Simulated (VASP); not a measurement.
# BIr3Pd (Pm-3m) in VASP: further runs, part 2 of 2

VASP 6.6.1.

### 4 Relaxation of cell and atoms, PBE

The input, INCAR:

```
  PREC = Accurate
  ENCUT = 600
  EDIFF = 1E-6
  ISMEAR = 0
  SIGMA = 0.1
  LREAL = F
  LASPH = T
  NELM = 80
  ALGO = Fast
  ISIF = 3
  LWAVE = F
  LCHARG = F
  GGA = PE
  IBRION = 2
  NSW = 100
  EDIFFG = -0.01
```

The input, KPOINTS:

```
regular mesh
0
Gamma
  10 10 10
```

The input, POSCAR:

```
BIr3Pd
1.0
    4.1044051704      0.0000000000      0.0000000000
    0.0000000000      4.1044051704      0.0000000000
    0.0000000000      0.0000000000      4.1044051704
B Pd Ir
1 1 3
Direct
    0.5000000000      0.5000000000      0.5000000000
    0.0000000000      0.0000000000      0.0000000000
    0.0000000000      0.5000000000      0.5000000000
    0.5000000000      0.5000000000      0.0000000000
    0.5000000000      0.0000000000      0.5000000000
```

Potentials or basis: VASP PAW PBE potentials, release 64 (B, Pd, Ir).

Started as:

```bash
> cat potpaw_PBE.64/B/POTCAR potpaw_PBE.64/Pd/POTCAR potpaw_PBE.64/Ir/POTCAR > POTCAR
> mpirun -np 1 vasp_std > vasp.out
```

OUTCAR:

```text
PREC = Accurate
   ENCUT = 600
   EDIFF = 1E-6
   ISMEAR = 0
   LREAL = F
   LASPH = T
   NELM = 80
   ISIF = 3
   GGA = PE
   IBRION = 2
   NSW = 100
   EDIFFG = -0.01

 ion  position               nearest neighbor table
   1  0.500  0.500  0.500-   3 2.05   4 2.05   5 2.05   4 2.05   5 2.05   3 2.05
   2  0.000  0.000  0.000-   3 2.90   4 2.90   5 2.90   3 2.90   5 2.90   3 2.90   4 2.90   3 2.90
                             4 2.90   5 2.90   5 2.90   4 2.90
   3  0.000  0.500  0.500-   1 2.05   1 2.05   4 2.90   5 2.90   2 2.90   4 2.90   2 2.90   5 2.90
                             2 2.90   2 2.90   4 2.90   5 2.90   4 2.90   5 2.90
   4  0.500  0.500  0.000-   1 2.05   1 2.05   3 2.90   5 2.90   2 2.90   3 2.90   5 2.90   2 2.90
                             5 2.90   5 2.90   2 2.90   3 2.90   3 2.90   2 2.90
   5  0.500  0.000  0.500-   1 2.05   1 2.05   3 2.90   4 2.90   2 2.90   4 2.90   2 2.90   3 2.90
                             4 2.90   4 2.90   2 2.90   3 2.90   2 2.90   3 2.90

  LATTYP: Found a simple cubic cell.
 ALAT       =     4.1044051704

  Lattice vectors:

 A1 = (   4.1044051704,   0.0000000000,   0.0000000000)
 A2 = (   0.0000000000,   4.1044051704,   0.0000000000)
 A3 = (   0.0000000000,   0.0000000000,   4.1044051704)

Analysis of symmetry for initial positions (statically):
=====================================================================
 Subroutine PRICEL returns:
 Original cell was already a primitive cell.

 Routine SETGRP: Setting up the symmetry group for a
 simple cubic supercell.

 Subroutine GETGRP returns: Found 48 space group operations
 (whereof 48 operations were pure point group operations)
 out of a pool of 48 trial point group operations.

The static configuration has the point symmetry O_h .

Analysis of symmetry for dynamics (positions and initial velocities):
=====================================================================
 Subroutine PRICEL returns:
 Original cell was already a primitive cell.

 Routine SETGRP: Setting up the symmetry group for a
 simple cubic supercell.

 Subroutine GETGRP returns: Found 48 space group operations
 (whereof 48 operations were pure point group operations)
 out of a pool of 48 trial point group operations.

The dynamic configuration has the point symmetry O_h .

 Subroutine INISYM returns: Found 48 space group operations
 (whereof 48 operations are pure point group operations),
 and found     1 'primitive' translations

----------------------------------------------------------------------------------------

                                     Primitive cell

  volume of cell :      69.1434

  direct lattice vectors                    reciprocal lattice vectors
     4.104405170  0.000000000  0.000000000     0.243640664  0.000000000  0.000000000
     0.000000000  4.104405170  0.000000000     0.000000000  0.243640664  0.000000000
     0.000000000  0.000000000  4.104405170     0.000000000  0.000000000  0.243640664

  length of vectors
     4.104405170  4.104405170  4.104405170     0.243640664  0.243640664  0.243640664

  position of ions in fractional coordinates (direct lattice)
     0.500000000  0.500000000  0.500000000
     0.000000000  0.000000000  0.000000000
     0.000000000  0.500000000  0.500000000
[... 41 lines left out ...]
  0.200000  0.000000  0.000000      6.000000
  0.300000  0.000000  0.000000      6.000000
  0.400000  0.000000  0.000000      6.000000
  0.500000  0.000000  0.000000      3.000000
[... 16 lines left out ...]
  0.200000  0.100000  0.100000     24.000000
  0.300000  0.100000  0.100000     24.000000
 [... further k-points ...]
   k-points           NKPTS =     56   k-points in BZ     NKDIM =     56   number of bands    NBANDS=     24
   number of dos      NEDOS =    301   number of ions     NIONS =      5
   total plane-waves  NPLWV =  46656
   dimension x,y,z NGX =    36 NGY =   36 NGZ =   36
   dimension x,y,z NGXF=    72 NGYF=   72 NGZF=   72
   ions per type =               1   1   3
   NGX,Y,Z   is equivalent  to a cutoff of  14.58, 14.58, 14.58 a.u.
   NGXF,Y,Z  is equivalent  to a cutoff of  29.16, 29.16, 29.16 a.u.
 SYSTEM =  unknown system
   PREC   = accura    normal or accurate (medium, high low for compatibility)
   ISTART =      0    job   : 0-new  1-cont  2-samecut
   ICHARG =      2    charge: 1-file 2-atom 10-const
   ISPIN  =      1    spin polarized calculation?
   LNONCOLLINEAR =      F non collinear calculations
   LSORBIT =      F    spin-orbit coupling
   LASPH  =      T    aspherical Exc in radial PAW
   ENCUT  =  600.0 eV  44.10 Ry    6.64 a.u.   8.20  8.20  8.20*2*pi/ulx,y,z
   NELM   =     80;   NELMIN=  2; NELMDL= -5     # of ELM steps
   EDIFF  = 0.1E-05   stopping-criterion for ELM
   LREAL  =      F    real-space projection
   EDIFFG = -.1E-01   stopping-criterion for IOM
   NSW    =    100    number of steps for IOM
   IBRION =      2    ionic relax: 0-MD 1-quasi-New 2-CG
   NFREE  =      1    steps in history (QN), initial steepest desc. (CG)
   ISIF   =      3    stress and relaxation
   ISYM   =      2    0-nonsym 1-usesym 2-fastsym
   POTIM  = 0.5000    time-step for ionic-motion
   TEBEG  =    0.0;   TEEND  =   0.0 temperature during run
   PSTRESS=    0.0 pullay stress
   NELECT =      40.0000    total number of electrons
   NUPDOWN=      -1.0000    fix difference up-down
   EMIN   =  10.00;   EMAX   =-10.00  energy-range for DOS
   EFERMI =   0.00;   METHOD = LEGACY
   ISMEAR =     0;   SIGMA  =   0.10  broadening in eV -4-tet -1-fermi 0-gaus
   EFERMI_NEDOS =   21; number of points for ismear=-14 and -15
   IALGO  =     68    algorithm
   IMIX   =      4    mixing-type and parameters
     AMIX     =   0.40;   BMIX     =  1.00
     AMIX_MAG =   1.60;   BMIX_MAG =  1.00
  volume/ion in A,a.u.               =      13.83        93.32
  Fermi-wavevector in a.u.,A,eV,Ry     =   1.364095  2.577766 25.317109  1.860755
  Thomas-Fermi vector in A             =   2.490441
   LORBIT       =      0    0 simple, 1 ext, 2 COOP (PROOUT), +10 PAW based schemes
   GGA     = PE    functional components
   LHFCALC =     F    Hartree Fock is set to
   AEXX    =    0.0000 exact exchange contribution
   IVDW    =     0    specifies the selected vdW correction
   LEPSILON=     F    determine dielectric tensor
   LRPA    =     F    only Hartree local field effects (RPA)
 conjugate gradient relaxation of ions
 non-spin polarized calculation
 RMM-DIIS sequential band-by-band and
 Gauss-broadening in eV      SIGMA  =   0.10
  energy-cutoff  :      600.00
  volume of cell :       69.14
 maximum number of plane-waves:      2325
 NGX is ok and might be reduce to    36
   NGX = 17   NGY = 17   NGZ = 17

--------------------------------------- Ionic step        1  -------------------------------------------

 number of electron      39.9999997 magnetization

 Free energy of the ion-electron system (eV)
  ---------------------------------------------------
  ext. energy  EPLUGINS =         0.00000000
  ---------------------------------------------------
  free energy    TOTEN  =       -37.21019799 eV

  energy without entropy =      -37.16991840  energy(sigma->0) =      -37.19005819

------------------------ aborting loop because EDIFF is reached ----------------------------------------

  FORCE on cell =-STRESS in cart. coord.  units (eV):
  Direction    XX          YY          ZZ          XY          YZ          ZX
  --------------------------------------------------------------------------------------
  -------------------------------------------------------------------------------------
  Total        0.3877567      0.3877567      0.3877567     -0.0000000      0.0000000     -0.0000000
  in kB        8.9850231      8.9850231      8.9850231     -0.0000000      0.0000000     -0.0000000
  external PRESSURE =       8.9850231 kB  Pullay stress =       0.0000000 kB
[... 65 lines left out ...]
--------------------------------------- Ionic step        3  -------------------------------------------

 number of electron      39.9999997 magnetization

 Free energy of the ion-electron system (eV)
  ---------------------------------------------------
  ext. energy  EPLUGINS =         0.00000000
  ---------------------------------------------------
  free energy    TOTEN  =       -37.21082930 eV

  energy without entropy =      -37.17033387  energy(sigma->0) =      -37.19058159

 E-fermi :   8.4770     XC(G=0): -13.0687

 val. band max:        8.4741904513   @ k =   0.3000   0.3000   0.3000
 cond. band min:       8.4792970033   @ k =   0.4000   0.3000   0.3000
 fundamental gap:      0.0051065520
 Fermi energy:         8.4769943562

 k-point     1 :       0.0000    0.0000    0.0000
  band No.  band energies     occupation
      1      -3.8354      2.00000
      2       1.3314      2.00000
      3       2.8153      2.00000
      4       2.8153      2.00000
      5       2.8153      2.00000
      6       2.9636      2.00000
[... 637 lines left out ...]
     23      10.3270      0.00000
     24      10.9250      0.00000

 [... further k-points ...]
[... 5 lines left out ...]
  --------------------------------------------------------------------------------------
  -------------------------------------------------------------------------------------
  Total        0.0071283      0.0071283      0.0071283      0.0000000      0.0000000     -0.0000000
  in kB        0.1646106      0.1646106      0.1646106      0.0000000      0.0000000     -0.0000000
  external PRESSURE =       0.1646106 kB  Pullay stress =       0.0000000 kB
[... 20 lines left out ...]
  FREE ENERGIE OF THE ION-ELECTRON SYSTEM (eV)
  ---------------------------------------------------
  free  energy   TOTEN  =       -37.2108293031 eV

  energy  without entropy=      -37.1703338736  energy(sigma->0) =      -37.19058159

 reached required accuracy - stopping structural energy minimisation
```

OSZICAR:

```text
N       E                     dE             d eps       ncg     rms          rms(c)
DAV:   1     0.412157398166E+03    0.41216E+03   -0.20031E+04  2688   0.182E+03
DAV:   2    -0.849363720511E+01   -0.42065E+03   -0.41199E+03  2696   0.482E+02
DAV:   3    -0.402416939236E+02   -0.31748E+02   -0.30931E+02  3904   0.123E+02
[... 30 lines left out ...]
RMM:   4    -0.372107626689E+02    0.17678E-02   -0.47293E-03  2695   0.546E-01    0.974E-02
RMM:   5    -0.372108051731E+02   -0.42504E-04   -0.12071E-03  2919   0.210E-01    0.658E-02
RMM:   6    -0.372108219193E+02   -0.16746E-04   -0.18553E-04  2949   0.882E-02    0.402E-02
RMM:   7    -0.372108260618E+02   -0.41425E-05   -0.50188E-05  2706   0.545E-02    0.139E-02
RMM:   8    -0.372108299086E+02   -0.38469E-05   -0.13863E-05  2690   0.216E-02    0.470E-03
RMM:   9    -0.372108293031E+02    0.60552E-06   -0.45347E-06  2016   0.147E-02
   3 F= -.37210829E+02 E0= -.37190582E+02  d E =-.631316E-03
```

It took 5.4 min on 1 thread of Intel Xeon Platinum 8259CL at 2.50GHz (Skylake/Cascade Lake), shared host; peak memory 0.29 GiB.

What came out:

```
Free energy                            : -37.2108 eV
Relaxed volume                         : 13.88 Å³/atom
Relaxed cell                           : a = 4.109 Å, b = 4.109 Å, c = 4.109 Å, α = 90.00°, β = 90.00°, γ = 90.00°
Space group after relaxing (to 0.05 Å) : Pm-3m (No. 221)
Energy gained by relaxing              : 0.1 meV/atom
Ionic steps                            : 3
Pressure after relaxing                : 0.0 GPa
Band gap on the k mesh                 : zero (band 20 reaches 8.78 eV, above the bottom of band 21 at 8.16 eV)
```

The path:
```csv
step,energy change (eV),largest force (eV/Å),pressure (GPa),volume (Å³)
1,0.0000,0.0000,0.90,69.14
2,0.0027,0.0000,-1.95,69.92
3,-0.0006,0.0000,0.02,69.38
```

Final structure:
```cif
data_structure
_symmetry_space_group_name_H-M 'P 1'
_symmetry_Int_Tables_number 1
_cell_length_a 4.1091
_cell_length_b 4.1091
_cell_length_c 4.1091
_cell_angle_alpha 90.000
_cell_angle_beta 90.000
_cell_angle_gamma 90.000
_cell_volume 69.38
loop_
_atom_site_label
_atom_site_type_symbol
_atom_site_fract_x
_atom_site_fract_y
_atom_site_fract_z
_atom_site_occupancy
B1 B 0.50000 0.50000 0.50000 1
Pd1 Pd 0.00000 0.00000 0.00000 1
Ir1 Ir 0.00000 0.50000 0.50000 1
Ir2 Ir 0.50000 0.50000 0.00000 1
Ir3 Ir 0.50000 0.00000 0.50000 1
```

Caveat: spin-orbit coupling is left out, which moves the levels of the heavy elements.

### 5 Overview

```csv
task,potentials or basis,cell,k mesh,cutoff (eV),second run,gap on the mesh (eV),pressure (GPa),relaxed volume (Å³/atom)
single point,"VASP PAW PBE potentials, release 64 (B, Pd, Ir)","a = 4.104 Å, 5 atoms",10 × 10 × 10,520,-,none,0.8,-
relaxation of cell and atoms,"VASP PAW PBE potentials, release 64 (B, Pd_sv_GW, Ir_sv_GW)","relaxed from a = 3.996 Å, 5 atoms",4 × 4 × 4,540,valence_matched,none,-0.2,13.71
relaxation of cell and atoms,"VASP PAW PBE potentials, release 64 (B, Pd, Ir)","relaxed from a = 4.104 Å, 5 atoms",10 × 10 × 10,600,-,none,0.0,13.88
```

Alike in all rows: level PBE; no spin polarisation; smearing gaussian 0.1 eV.

Caveats: some runs use coarse meshes; spin-orbit coupling is left out, which moves the levels of the heavy elements.

Total energies depend on the potentials used, so only differences within one code and one set of settings carry meaning.
